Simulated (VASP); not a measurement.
MgO (Periclase), 2 atoms in the cell. The structure is cubic, space group Fm-3m (No. 225). Conventional cell: a = 4.217 Å, b = 4.217 Å, c = 4.217 Å, α = 90.00°, β = 90.00°, γ = 90.00°. Within 2.8 Å of Mg (site symmetry m-3m) lie 6 O at 2.11 Å. Within 2.8 Å of O (site symmetry m-3m) lie 6 Mg at 2.11 Å. 

| Quantity | Value |
| --- | --- |
| Program | VASP 6.6.1 |
| Task | single point |
| Functional | PBEsol |
| Potentials or basis | VASP PAW PBE potentials, release 64 (Mg, O) |
| Cutoff | 600 eV |
| k mesh | 4 × 4 × 4 |
| Occupations | gaussian, width 0.01 eV |
| Spin | no spin polarisation |
| Dipole correction | no |
| Further INCAR settings | ALGO = Normal; EDIFF = 1e-06; NBANDS = 11 |

Potentials or basis: VASP PAW PBE potentials, release 64 (Mg, O).

The run is started by

```sh
$ cat potpaw_PBE.64/Mg/POTCAR potpaw_PBE.64/O/POTCAR > POTCAR
$ mpirun -np 1 vasp_std > vasp.out
```

Hardware: 1 thread of AMD EPYC 7R13, with other jobs on the host.

Question: How long does it take, and how much memory?

Answer: It took 7.2 s on 1 thread of AMD EPYC 7R13, with other jobs on the host, peak memory 0.11 GiB. Counts: scf iterations 12, k points 8.
